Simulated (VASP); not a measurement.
# BiTe (Cm) in VASP: further runs

The runs below take BiTe through single point, with PBE.

Program: VASP 6.6.1. These are calculated values, not measurements. Logs are shortened: lines on timing, memory, paths and dates and some standing lists are left out, and cuts for length are marked.

**1. The cell of the first run**

It takes space group Cm (No. 8, monoclinic). The conventional cell has a = 7.200 Å, b = 4.845 Å, c = 4.339 Å, α = 90.00°, β = 117.00°, γ = 90.00°. Within 4.1 Å of Bi (site symmetry m) lie 6 Te at 3.15 to 3.35 Å. Te (site symmetry m) has 6 Bi at 3.15 to 3.35 Å within 4.1 Å.

**2. Single point, PBE**

INCAR

```
SYSTEM = BiTe
  PREC = Accurate
  ENCUT = 520
  EDIFF = 1E-7
  ISMEAR = 0
  SIGMA = 0.15
  LREAL = .False.
  LASPH = .True.
  NELM = 80
  ALGO = Normal
  ISIF = 2
  LWAVE = .False.
  LCHARG = .True.
  GGA = PE
  LELF = .True.
  LVHAR = .True.
  NBANDS = 18
```

KPOINTS

```
regular mesh
0
Gamma
  12 12 12
  0 0 0
```

POSCAR

```
BiTe
1.0
    2.4227077728      1.3987509848      3.3172919545
   -2.4227077728      1.3987509848      3.3172919545
    0.0000000000     -2.7975019696      3.3172919545
Bi Te
1 1
Direct
    0.5000000000      0.5000000000      0.5000000000
    0.0153739765      0.0153739765     -0.0153739765
```

Potentials or basis: VASP PAW PBE potentials, release 64 (Bi_d, Te).

Launch:

```console
cat potpaw_PBE.64/Bi_d/POTCAR potpaw_PBE.64/Te/POTCAR > POTCAR
mpirun -np 1 vasp_std > vasp.out
```

OUTCAR:

```text
SYSTEM = BiTe
   PREC = Accurate
   ENCUT = 520
   EDIFF = 1E-7
   ISMEAR = 0
   LREAL = .False.
   LASPH = .True.
   NELM = 80
   ISIF = 2
   GGA = PE

 ion  position               nearest neighbor table
   1  0.500  0.500  0.500-   2 3.15   2 3.24   2 3.24   2 3.26   2 3.26   2 3.35
   2  0.015  0.015  0.985-   1 3.15   1 3.24   1 3.24   1 3.26   1 3.26   1 3.35

  LATTYP: Found a trigonal (rhomboedric) cell.
 ALAT       =     4.3394058558
 COS(alpha) =     0.3765932224

  Lattice vectors:

 A1 = (   2.4227077728,   1.3987509848,   3.3172919545)
 A2 = (  -2.4227077728,   1.3987509848,   3.3172919545)
 A3 = (   0.0000000000,  -2.7975019696,   3.3172919545)

Analysis of symmetry for initial positions (statically):
=====================================================================
 Subroutine PRICEL returns:
 Original cell was already a primitive cell.

 Routine SETGRP: Setting up the symmetry group for a
 trigonal (rhombohedral) supercell.

 Subroutine GETGRP returns: Found  2 space group operations
 (whereof  2 operations were pure point group operations)
 out of a pool of 12 trial point group operations.

The static configuration has the point symmetry C_1h.

Analysis of symmetry for dynamics (positions and initial velocities):
=====================================================================
 Subroutine PRICEL returns:
 Original cell was already a primitive cell.

 Routine SETGRP: Setting up the symmetry group for a
 trigonal (rhombohedral) supercell.

 Subroutine GETGRP returns: Found  2 space group operations
 (whereof  2 operations were pure point group operations)
 out of a pool of 12 trial point group operations.

The dynamic configuration has the point symmetry C_1h.

 Subroutine INISYM returns: Found  2 space group operations
 (whereof  2 operations are pure point group operations),
 and found     1 'primitive' translations

----------------------------------------------------------------------------------------

                                     Primitive cell

  volume of cell :      67.4491

  direct lattice vectors                    reciprocal lattice vectors
     2.422707773  1.398750985  3.317291954     0.206380648  0.119153923  0.100483568
    -2.422707773  1.398750985  3.317291954    -0.206380648  0.119153923  0.100483568
     0.000000000 -2.797501970  3.317291954     0.000000000 -0.238307845  0.100483568

  length of vectors
     4.339405856  4.339405856  4.339405856     0.258626326  0.258626326  0.258626326

[... 73 lines left out ...]
   ICHARG =      2    charge: 1-file 2-atom 10-const
   ISPIN  =      1    spin polarized calculation?
   LNONCOLLINEAR =      F non collinear calculations
   LSORBIT =      F    spin-orbit coupling
   LASPH  =      T    aspherical Exc in radial PAW
   ENCUT  =  520.0 eV  38.22 Ry    6.18 a.u.   8.07  8.07  8.07*2*pi/ulx,y,z
   NELM   =     80;   NELMIN=  2; NELMDL= -5     # of ELM steps
   EDIFF  = 0.1E-06   stopping-criterion for ELM
   LREAL  =      F    real-space projection
   EDIFFG = 0.1E-05   stopping-criterion for IOM
   NSW    =      0    number of steps for IOM
   IBRION =     -1    ionic relax: 0-MD 1-quasi-New 2-CG
   NFREE  =      0    steps in history (QN), initial steepest desc. (CG)
   ISIF   =      2    stress and relaxation
   ISYM   =      2    0-nonsym 1-usesym 2-fastsym
   POTIM  = 0.5000    time-step for ionic-motion
   TEBEG  =    0.0;   TEEND  =   0.0 temperature during run
   PSTRESS=    0.0 pullay stress
   NELECT =      21.0000    total number of electrons
   NUPDOWN=      -1.0000    fix difference up-down
   EMIN   =  10.00;   EMAX   =-10.00  energy-range for DOS
   EFERMI =   0.00;   METHOD = LEGACY
   ISMEAR =     0;   SIGMA  =   0.15  broadening in eV -4-tet -1-fermi 0-gaus
   EFERMI_NEDOS =   21; number of points for ismear=-14 and -15
   IALGO  =     38    algorithm
   IMIX   =      4    mixing-type and parameters
     AMIX     =   0.40;   BMIX     =  1.00
     AMIX_MAG =   1.60;   BMIX_MAG =  1.00
  volume/ion in A,a.u.               =      33.72       227.58
  Fermi-wavevector in a.u.,A,eV,Ry     =   1.109573  2.096789 16.750837  1.231152
  Thomas-Fermi vector in A             =   2.246114
   LORBIT       =      0    0 simple, 1 ext, 2 COOP (PROOUT), +10 PAW based schemes
   GGA     = PE    functional components
   LHFCALC =     F    Hartree Fock is set to
   AEXX    =    0.0000 exact exchange contribution
   IVDW    =     0    specifies the selected vdW correction
   LEPSILON=     F    determine dielectric tensor
   LRPA    =     F    only Hartree local field effects (RPA)
 non-spin polarized calculation
 Gauss-broadening in eV      SIGMA  =   0.15
  energy-cutoff  :      520.00
  volume of cell :       67.45
 maximum number of plane-waves:      1832
   NGX = 17   NGY = 17   NGZ = 17

 number of electron      20.9999996 magnetization

 Free energy of the ion-electron system (eV)
  ---------------------------------------------------
  ext. energy  EPLUGINS =         0.00000000
  ---------------------------------------------------
  free energy    TOTEN  =        -7.17900167 eV

  energy without entropy =       -7.16411007  energy(sigma->0) =       -7.17155587

 E-fermi :   6.6938     XC(G=0):  -9.4752

 val. band max:        6.6909894159   @ k =   0.1667   0.0833   0.4167
 cond. band min:       6.6999366105   @ k =   0.4167   0.2500   0.1667
 fundamental gap:      0.0089471945
 Fermi energy:         6.6938236554

 k-point     1 :       0.0000    0.0000    0.0000
  band No.  band energies     occupation
      1     -16.5516      2.00000
      2     -16.5514      2.00000
      3     -16.5417      2.00000
      4     -16.5385      2.00000
      5     -16.5260      2.00000
      6      -6.8212      2.00000
[... 481 lines left out ...]
      5     -16.5229      2.00000
      6      -5.9824      2.00000
[... 10 lines left out ...]
     17      15.1848      0.00000
     18      16.2107      0.00000

 [... further k-points ...]
[... 5 lines left out ...]
  --------------------------------------------------------------------------------------
  -------------------------------------------------------------------------------------
  Total        0.0014763      0.0969341      0.0090035      0.0000000      0.0472746      0.0000000
  in kB        0.0350680      2.3025586      0.2138677      0.0000000      1.1229542      0.0000000
  external PRESSURE =       0.8504981 kB  Pullay stress =       0.0000000 kB

 VOLUME and BASIS-vectors are now :
 -----------------------------------------------------------------------------
  energy-cutoff  :      520.00
  volume of cell :       67.45
      direct lattice vectors                 reciprocal lattice vectors
     2.422707773  1.398750985  3.317291954     0.206380648  0.119153923  0.100483568
    -2.422707773  1.398750985  3.317291954    -0.206380648  0.119153923  0.100483568
     0.000000000 -2.797501970  3.317291954     0.000000000 -0.238307845  0.100483568

 POSITION                                       TOTAL-FORCE (eV/Angst)
 -----------------------------------------------------------------------------------
      0.00000      0.00000      4.97594         0.000000      0.194320      0.064091
      0.00000     -2.71148      3.36829         0.000000     -0.194320     -0.064091
 -----------------------------------------------------------------------------------
    total drift:                               -0.000000      0.000014      0.000073

  FREE ENERGIE OF THE ION-ELECTRON SYSTEM (eV)
  ---------------------------------------------------
  free  energy   TOTEN  =        -7.1790016746 eV

  energy  without entropy=       -7.1641100737  energy(sigma->0) =       -7.17155587
```

OSZICAR:

```text
N       E                     dE             d eps       ncg     rms          rms(c)
DAV:   1     0.156943318722E+03    0.15694E+03   -0.99552E+03 17160   0.113E+03
DAV:   2     0.488921130949E+01   -0.15205E+03   -0.14819E+03 18268   0.304E+02
DAV:   3    -0.687855544178E+01   -0.11768E+02   -0.11646E+02 21000   0.884E+01
DAV:   4    -0.720613978816E+01   -0.32758E+00   -0.32722E+00 21716   0.157E+01
DAV:   5    -0.721812175395E+01   -0.11982E-01   -0.11981E-01 23204   0.282E+00    0.587E+00
DAV:   6    -0.717520911468E+01    0.42913E-01   -0.14194E-01 24578   0.222E+00    0.365E+00
DAV:   7    -0.717892730882E+01   -0.37182E-02   -0.34127E-02 20234   0.917E-01    0.726E-01
DAV:   8    -0.717886570328E+01    0.61606E-04   -0.49419E-03 20912   0.470E-01    0.147E-01
DAV:   9    -0.717900129220E+01   -0.13559E-03   -0.51144E-04 19936   0.140E-01    0.542E-02
DAV:  10    -0.717900211466E+01   -0.82246E-06   -0.25339E-05 22856   0.302E-02    0.307E-02
DAV:  11    -0.717900203654E+01    0.78113E-07   -0.15428E-05 20252   0.297E-02    0.496E-03
DAV:  12    -0.717900175989E+01    0.27665E-06   -0.30454E-06 21376   0.140E-02    0.257E-03
DAV:  13    -0.717900167458E+01    0.85309E-07   -0.24076E-07 18760   0.340E-03
   1 F= -.71790017E+01 E0= -.71715559E+01  d E =-.148916E-01
```

stdout:

```text
POSCAR found type information on POSCAR BiTe
 POSCAR found :  2 types and       2 ions
 scaLAPACK will be used
 LDA part: xc-table for (Slater+PW92), standard interpolation
 POSCAR, INCAR and KPOINTS ok, starting setup
 FFT: planning ... GRIDC
 FFT: planning ... GRID_SOFT
 FFT: planning ... GRID
 WAVECAR not read
 entering main loop
```

It took 3.4 min on 1 thread of Intel Xeon 6975P-C, shared host; peak memory 0.64 GiB.

What came out:

```
Free energy   : -7.1790 eV
Pressure      : 0.1 GPa
Largest force : 0.205 eV/Å
```

Forces in eV/Å, atoms in the order of the input:
```
Bi   0.000  0.194  0.064
Te   0.000 -0.194 -0.064
```

Levels at points of the mesh, in eV from the Fermi level:
```csv
k point,band 6,band 7,band 8,band 9,band 10,band 11,band 12,band 13,band 14,band 15
"(0.00, 0.00, 0.00)",-13.52,-8.29,-2.95,-2.92,-1.64,1.84,2.41,2.48,4.08,4.11
"(0.50, 0.00, 0.00)",-11.67,-11.30,-1.95,-1.87,-1.11,-0.89,-0.54,0.30,6.63,6.88
"(0.00, 0.00, 0.50)",-11.70,-11.28,-1.88,-1.87,-1.17,-0.90,-0.62,0.36,6.63,6.88
"(0.50, 0.50, 0.00)",-11.70,-10.03,-5.60,-4.50,-3.32,2.40,3.05,3.57,4.58,8.17
"(0.50, 0.00, 0.50)",-11.74,-9.98,-5.62,-4.50,-3.32,2.26,3.13,3.64,4.55,8.18
"(0.50, 0.50, 0.50)",-11.30,-10.92,-2.47,-2.39,-2.29,-1.54,-1.26,-1.18,7.92,8.55
```

Caveat: the cell differs from its parent crystal (all Te atoms moved -0.100 Å, as atom 2 towards its neighbour atom 1 (Bi) at 3.252 Å); spin-orbit coupling is left out, which moves the levels of the heavy elements.

**3. Single point, PBE**

INCAR

```
SYSTEM = BiTe
PREC = Accurate
ENCUT = 520
EDIFF = 1E-7
ISMEAR = 0
SIGMA = 0.15
LREAL = .False.
LASPH = .True.
NELM = 60
ALGO = Normal
ISIF = 2
LWAVE = .False.
LCHARG = .False.
GGA = PE
NBANDS = 18
```

KPOINTS is that of step 2.

POSCAR: that of step 2 with these lines changed.

```diff
@@ -9,2 +9,2 @@
     0.5000000000      0.5000000000      0.5000000000
-    0.0153739765      0.0153739765     -0.0153739765
+   -0.0115304823     -0.0115304823      0.0115304823
```

Potentials or basis: VASP PAW PBE potentials, release 64 (Bi_d, Te).

Launch:

```console
cat potpaw_PBE.64/Bi_d/POTCAR potpaw_PBE.64/Te/POTCAR > POTCAR
mpirun -np 1 vasp_std > vasp.out
```

It took 3.3 min on 1 thread of Intel Xeon 6975P-C, shared host; peak memory 0.64 GiB.

It converged, with:

```
Free energy   : -7.1833 eV
Pressure      : 0.0 GPa
Largest force : 0.151 eV/Å
```

Forces on the atoms (eV/Å):
```
Bi   0.000 -0.144 -0.047
Te   0.000  0.144  0.047
```

Stress tensor (GPa, compression positive):
```
-0.04  0.00  0.00
 0.00  0.09  0.06
 0.00  0.06 -0.02
```

Levels at points of the mesh, in eV from the Fermi level:
| k point | band 7 | band 8 | band 9 | band 10 | band 11 | band 12 | band 13 | band 14 |
| --- | --- | --- | --- | --- | --- | --- | --- | --- |
| (0.00, 0.00, 0.00) | -8.29 | -2.93 | -2.92 | -1.63 | 1.85 | 2.45 | 2.49 | 4.07 |
| (0.50, 0.00, 0.00) | -11.32 | -1.92 | -1.86 | -1.09 | -0.91 | -0.57 | 0.31 | 6.66 |
| (0.00, 0.00, 0.50) | -11.30 | -1.87 | -1.85 | -1.12 | -0.92 | -0.61 | 0.34 | 6.66 |
| (0.50, 0.50, 0.00) | -10.01 | -5.60 | -4.50 | -3.31 | 2.41 | 3.05 | 3.58 | 4.58 |
| (0.50, 0.00, 0.50) | -9.98 | -5.61 | -4.49 | -3.31 | 2.32 | 3.10 | 3.61 | 4.56 |
| (0.50, 0.50, 0.50) | -10.93 | -2.42 | -2.38 | -2.26 | -1.55 | -1.26 | -1.21 | 7.95 |

Caveat: the cell differs from its parent crystal (all Te atoms moved +0.075 Å, as atom 2 towards its neighbour atom 1 (Bi) at 3.252 Å); spin-orbit coupling is left out, which moves the levels of the heavy elements.

**4. Single point, PBE**

INCAR

```
PREC = Accurate ; ENCUT = 520
EDIFF = 1E-7 ; ISMEAR = 0
SIGMA = 0.15 ; LREAL = False
LASPH = True ; NELM = 60
ALGO = Normal ; ISIF = 2
LWAVE = False ; LCHARG = True
GGA = PE ; LELF = True
LVHAR = True ; NBANDS = 18
```

KPOINTS

```
Automatic mesh
0
Gamma
  12 12 12
```

POSCAR: that of step 3 with these lines changed.

```diff
@@ -9,2 +9,2 @@
     0.5000000000      0.5000000000      0.5000000000
-   -0.0115304823     -0.0115304823      0.0115304823
+    0.0076869882      0.0076869882     -0.0076869882
```

Launch:

```console
cat potpaw_PBE.64/Bi_d/POTCAR potpaw_PBE.64/Te/POTCAR > POTCAR
mpirun -np 1 vasp_std > vasp.out
```

It took 3.8 min on 1 thread of Intel Xeon 6975P-C, shared host; peak memory 0.64 GiB.

Results (log left out):

```
Free energy   : -7.1864 eV
Pressure      : 0.0 GPa
Largest force : 0.100 eV/Å
```

Forces on the atoms (eV/Å):
```
Bi   0.000  0.095  0.031
Te   0.000 -0.095 -0.031
```

Levels at points of the mesh, in eV from the Fermi level:
| k point | band 7 | band 8 | band 9 | band 10 | band 11 | band 12 | band 13 | band 14 |
| --- | --- | --- | --- | --- | --- | --- | --- | --- |
| (0.00, 0.00, 0.00) | -8.28 | -2.92 | -2.92 | -1.62 | 1.86 | 2.48 | 2.50 | 4.07 |
| (0.50, 0.00, 0.00) | -11.34 | -1.89 | -1.84 | -1.07 | -0.93 | -0.59 | 0.31 | 6.68 |
| (0.00, 0.00, 0.50) | -11.33 | -1.87 | -1.84 | -1.08 | -0.93 | -0.61 | 0.32 | 6.68 |
| (0.50, 0.50, 0.00) | -9.99 | -5.60 | -4.49 | -3.31 | 2.41 | 3.06 | 3.58 | 4.57 |
| (0.50, 0.00, 0.50) | -9.98 | -5.61 | -4.49 | -3.31 | 2.37 | 3.08 | 3.60 | 4.57 |
| (0.50, 0.50, 0.50) | -10.94 | -2.39 | -2.37 | -2.25 | -1.55 | -1.26 | -1.24 | 7.97 |

Caveat: the cell differs from its parent crystal (all Te atoms moved -0.050 Å, as atom 2 towards its neighbour atom 1 (Bi) at 3.252 Å); spin-orbit coupling is left out, which moves the levels of the heavy elements.
